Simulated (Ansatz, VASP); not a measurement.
Al3Ni5: VASP beside Ansatz

INCAR

```
ALGO = Fast
EDIFF = 1E-6
ENCUT = 520
GGA = PS
ISIF = 2
ISMEAR = 0
LASPH = True
LCHARG = True
LELF = True
LREAL = False
LVHAR = True
LWAVE = False
NBANDS = 40
NELM = 100
PREC = Accurate
SIGMA = 0.15
```

Contents of KPOINTS:

```
k-points
0
Gamma
  8 8 10
```

POSCAR

```
Al3Ni5
1.0
    3.2933322760     -3.8580747890      0.0000000000
    3.2933322760      3.8580747890      0.0000000000
    0.0000000000      0.0000000000      3.7203545651
Al Ni
3 5
Direct
    0.5000000000      0.5000000000      0.0000000000
    0.7796888787      0.2203111213      0.5000000000
    0.2203111213      0.7796888787      0.5000000000
    0.0000000000      0.0000000000      0.0000000000
    0.0000000000      0.5000000000      0.0000000000
    0.5000000000      0.0000000000      0.0000000000
    0.2762373066      0.2762373066      0.5000000000
    0.7237626934      0.7237626934      0.5000000000
```

Input for Ansatz:

```yaml
crystal:
  lattice:
    - [3.293332276, -3.858074789, 0.0]
    - [3.293332276, 3.858074789, 0.0]
    - [0.0, 0.0, 3.7203545651]
  atoms:
    - { symbol: Al, position: [0.5, 0.5, 0.0] }
    - { symbol: Al, position: [0.7796888787, 0.2203111213, 0.5] }
    - { symbol: Al, position: [0.2203111213, 0.7796888787, 0.5] }
    - { symbol: Ni, position: [0.0, 0.0, 0.0] }
    - { symbol: Ni, position: [0.0, 0.5, 0.0] }
    - { symbol: Ni, position: [0.5, 0.0, 0.0] }
    - { symbol: Ni, position: [0.2762373066, 0.2762373066, 0.5] }
    - { symbol: Ni, position: [0.7237626934, 0.7237626934, 0.5] }
basis:
  ecutwfc: 420
kpoints:
  mp_grid: { grid: [8, 8, 10] }
hamiltonian:
  xc: pbesol
scf:
  occupations: { method: gaussian, width: 0.15 }
output:
  forces: true
  stress: true
  eigenvalues: true
```

Change from the starting cell: strain +0.0450 x Voigt [0, 1, 0, 0, 0, 0], atoms carried along.

Alike in both runs: task single point; functional PBEsol; k mesh 8 × 8 × 10; occupations gaussian, width 0.15 eV; no spin polarisation.

|  | VASP | Ansatz |
| --- | --- | --- |
| version | VASP 6.6.1 | Ansatz 0.2.0 |
| potentials or method | VASP PAW PBE potentials, release 64 (Al, Ni), cutoff 520 eV | scalar-relativistic, plane waves, PAW |
| valence electrons in the cell | 59 | 99 |

|  | VASP | Ansatz | Ansatz less VASP |
| --- | --- | --- | --- |
| gap on the k mesh at the Fermi level (eV) | none | none | - |
| pressure (GPa) | -7.0 | -7.2 | -0.21 |
| traceless stress, the component that is largest in VASP (GPa) | -3.64 | -3.73 | -0.094 |
| rms of the force components (eV/Å) | 0.027 | 0.025 | -0.0015 |

VASP's potentials were made for PBE, not for PBEsol. Atom by atom the forces differ by 0.002 eV/Å (rms over components). A gap of «none» marks a metal or a gap that the smearing closes. The functional is the same, so the differences come from potentials, cutoffs and numerics. VASP's potentials hold 59 valence electrons a cell and Ansatz's 99, so a difference there can come from the potentials and not from the codes.
